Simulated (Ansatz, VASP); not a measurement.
## Al3H2 in VASP and in Ansatz

```
Al H
1.0
    -1.47661    1.47661    6.42915
     1.47661   -1.47661    6.42915
     1.47661    1.47661   -6.42915
Al H
3 2
Cartesian
  0.0000 0.0000 8.3447
  0.0000 0.0000 4.5137
  0.0000 0.0000 0.0000
  1.4766 0.0000 3.2146
  0.0000 1.4766 3.2146
```

Alike in both runs: functional PBE; k mesh 8 × 8 × 8; occupations gaussian, width 0.2 eV; no spin polarisation.

Ansatz relaxed the structure, and its values are those at the end. VASP's run is a single point on that final structure, the one shown.

|  | VASP | Ansatz |
| --- | --- | --- |
| version | VASP 6.6.1 | Ansatz 0.2.0 |
| potentials or method | VASP PAW PBE potentials, release 64 (Al, H), cutoff 520 eV | scalar-relativistic, plane waves, PAW |
| valence electrons in the cell | 11 | 11 |

VASP gave:

| Quantity | Value |
| --- | --- |
| gap on the k mesh at the Fermi level (eV) | none |
| pressure (GPa) | 0.2 |
| rms of the force components (eV/Å) | 0.006 |

**Question.** Estimate Ansatz's values.

**Answer.** gap on the k mesh at the Fermi level (eV): none; pressure (GPa): 0.3; rms of the force components (eV/Å): 0.005.

A gap of «none» marks a metal or a gap that the smearing closes.

The k mesh is coarse, so the values compare programs but aren't converged.
